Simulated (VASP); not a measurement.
Tl3Ge, 4 atoms in the cell. Symmetry: P4mm, No. 99, tetragonal system. The conventional cell has a = 4.819 Å, b = 4.819 Å, c = 4.819 Å, α = 90.00°, β = 90.00°, γ = 90.00°. Within 4.3 Å of Tl (site symmetry 4mm) lie 8 Tl at 3.27 to 3.55 Å and 4 Ge at 3.41 Å. Tl (site symmetry 2mm) has 8 Tl at 3.27 to 3.55 Å and 4 Ge at 3.41 Å within 4.3 Å. Ge (site symmetry 4mm) has 12 Tl at 3.41 Å within 4.5 Å. 

```yaml
Program: VASP 6.6.1
Task: single point
Functional: LDA
Potentials_or_basis: VASP PAW LDA potentials, release 64 (Tl_d, Ge_d)
Cutoff: 520 eV
k_mesh: 5 × 5 × 5
Occupations: fermi-dirac, width 0.1 eV
Spin: no spin polarisation
Dipole_correction: no
Further_INCAR_settings: ALGO = Normal; EDIFF = 1e-06; NBANDS = 34
```

Potentials or basis: VASP PAW LDA potentials, release 64 (Tl_d, Ge_d).

Run with:

```console
$ cat potpaw_LDA.64/Tl_d/POTCAR potpaw_LDA.64/Ge_d/POTCAR > POTCAR
$ mpirun -np 1 vasp_std > vasp.out
```

Hardware: 1 thread of Intel(R) Xeon(R) Platinum 8488C (Sapphire Rapids), on a shared host.

Problem. Estimate the wall time of this run.

Solution. It took 44 s on 1 thread of Intel(R) Xeon(R) Platinum 8488C (Sapphire Rapids) (shared host), peak memory 0.2 GiB. Counts: scf iterations 11, k points 18.
